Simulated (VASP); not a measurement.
Wanted: the native input for a VASP 6.6.1 run.

```
Task                   : single point
Functional             : LDA
Potentials or basis    : VASP PAW LDA potentials, release 64 (Si)
Cutoff                 : 520 eV
k mesh                 : 10 × 10 × 10
Occupations            : methfessel-paxton, width 0.6 eV
Spin                   : no spin polarisation
Dipole correction      : no
Further INCAR settings : ALGO = Normal; EDIFF = 1e-06; NBANDS = 11
```

The structure of Si lies in POSCAR:

```
Si
1.0
    0.0000000000      2.7016643793      2.7016643793
    2.7016643793      0.0000000000      2.7016643793
    2.7016643793      2.7016643793      0.0000000000
Si
2
Direct
    0.5000000000      0.5000000000      0.5000000000
    0.7500000000      0.7500000000      0.7500000000
```

These files were run (other wordings do the same):

INCAR

```
SYSTEM = Si
  ALGO = Normal
  EDIFF = 1E-6
  ENCUT = 520
  ISIF = 2
  ISMEAR = 1
  LASPH = .True.
  LCHARG = .False.
  LREAL = .False.
  LWAVE = .False.
  NBANDS = 11
  NELM = 100
  PREC = Accurate
  SIGMA = 0.6
```

KPOINTS

```
k-points
0
Gamma
  10 10 10
  0 0 0
```

Potentials or basis: VASP PAW LDA potentials, release 64 (Si).

Run with:

```console
$ cat potpaw_LDA.64/Si/POTCAR > POTCAR
$ mpirun -np 1 vasp_std > vasp.out
```

Results of the run:

```yaml
Pressure: 0.0 GPa
Band_gap_on_the_k_mesh: 0.45 eV, indirect (least direct gap 2.53 eV)
```

Wall time 20 s on 1 thread of Intel(R) Xeon(R) Platinum 8375C CPU @ 2.90GHz (Ice Lake), with other jobs on the host, peak memory 0.13 GiB.
